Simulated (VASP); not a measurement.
Wanted: the native input for a VASP 6.6.1 run.

| Item | Value |
| --- | --- |
| Task | relaxation of cell and atoms |
| Functional | PBEsol |
| Dispersion | D3(BJ) |
| Potentials or basis | VASP PAW PBE potentials, release 64 (W_sv, C) |
| Cutoff | 600 eV |
| k mesh | 10 × 10 × 9 |
| Occupations | fermi-dirac, width 0.05 eV |
| Spin | no spin polarisation |
| Dipole correction | no |
| Further INCAR settings | ALGO = Normal; EDIFF = 1e-07; IBRION = 2; EDIFFG = -0.005; NSW = 80; ISIF = 3 |

The structure of WC (Qusongite) lies in POSCAR:

```
WC
1.0
    2.9065000000      0.0000000000      0.0000000000
   -1.4532500000      2.5171028361      0.0000000000
    0.0000000000      0.0000000000      2.8366000000
W C
1 1
Direct
    0.0000000000      0.0000000000      0.0000000000
    0.6666666667      0.3333333333      0.5000000000
```

The input as run:

INCAR

```
ALGO = Normal
EDIFF = 1E-7
EDIFFG = -0.005
ENCUT = 600
GGA = PS
IBRION = 2
ISIF = 3
ISMEAR = -1
IVDW = 12
LASPH = T
LCHARG = F
LREAL = F
LWAVE = F
NELM = 60
NSW = 80
PREC = Accurate
SIGMA = 0.05
```

KPOINTS

```
k-points
0
Gamma
  10 10 9
```

Potentials or basis: VASP PAW PBE potentials, release 64 (W_sv, C).

The run is started by

```sh
$ cat potpaw_PBE.64/W_sv/POTCAR potpaw_PBE.64/C/POTCAR > POTCAR
$ mpirun -np 1 vasp_std > vasp.out
```

It gave:

The relaxed volume is 10.14 Å³/atom and the relaxed cell is a = 2.884 Å, b = 2.884 Å, c = 2.816 Å, α = 90.00°, β = 90.00°, γ = 120.00°. The space group after relaxing (to 0.05 Å) is P-6m2 (No. 187) and the energy gained by relaxing is 7.0 meV/atom. The ionic steps are 9. The pressure after relaxing is 0.0 GPa, the band gap on the k mesh is zero (band 9 reaches 11.93 eV, above the bottom of band 10 at 10.68 eV) and the dispersion energy per atom is -0.460 eV.

Caveat: the PAW data sets were made with another functional, which shifts forces and pressure a little; spin-orbit coupling is left out, which moves the levels of the heavy elements; pairwise dispersion overbinds metals, which lowers pressure and volume.

Wall time 50 s on 1 thread of Intel(R) Xeon(R) Platinum 8375C CPU @ 2.90GHz (Ice Lake), with other jobs on the host, peak memory 0.18 GiB.
